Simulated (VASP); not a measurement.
ZrB:

```
Zr B
1.0
     1.56231    0.90200    5.44339
    -1.56231    0.90200    5.44339
     0.00000   -1.80400    5.44339
Zr B
2 2
Cartesian
  0.0000 0.0000 14.7728
  0.0000 0.0000 1.5574
  0.0000 0.0000 10.2977
  0.0000 0.0000 6.0325
```

The cell was generated, and may not be a known phase.

| Item | Value |
| --- | --- |
| Program | VASP 6.6.1 |
| Task | relaxation of cell and atoms |
| Functional | PBE |
| Potentials or basis | VASP PAW PBE potentials, release 64 (Zr_sv, B) |
| Cutoff | 600 eV |
| k mesh | 7 × 7 × 7 |
| Occupations | gaussian, width 0.2 eV |
| Spin | no spin polarisation |

At the start: pressure 64.1 GPa; volume 11.51 Å³/atom.

Question: Where does the relaxation end?

Answer: Over 15 steps the energy falls by 1743.2 meV/atom and the volume is 13.90 Å³/atom (+20.8 %); space group R-3m (No. 166, to 0.1 Å) before and after.

Step by step:
```tsv
step	energy change (eV)	largest force (eV/Å)	pressure (GPa)	volume (Å³)
1	0.0000	8.5253	64.08	46.03
2	-0.7827	2.8976	-28.31	83.67
3	-4.2540	2.8201	-11.16	61.54
4	-4.2900	3.1161	-8.25	60.20
5	-4.2924	3.2922	-6.47	59.46
6	-5.7108	2.5047	-5.69	57.66
7	-5.2728	4.8257	24.46	52.15
8	-6.7043	0.6778	-1.33	55.75
9	-6.8058	0.4902	2.71	54.83
10	-6.8917	0.8421	-1.82	56.25
11	-6.9335	0.6875	-0.53	55.76
12	-6.9687	0.2183	0.81	55.34
13	-6.9710	0.0644	1.29	55.20
14	-6.9699	0.1110	-1.66	56.14
15	-6.9729	0.0474	-0.05	55.62
```

Final structure:
```
Zr B
1.0
     1.59506    0.92091    6.31030
    -1.59506    0.92091    6.31030
     0.00000   -1.84182    6.31030
Zr B
2 2
Direct
  0.90874 0.90874 0.90874
  0.09126 0.09126 0.09126
  0.66646 0.66646 0.66646
  0.33354 0.33354 0.33354
```

Caveat: the volume moved by over 15 % at a fixed basis, so the end points are rough; the relaxation stopped at a loose force limit of 0.08 eV/Å, so its end isn't a converged minimum.
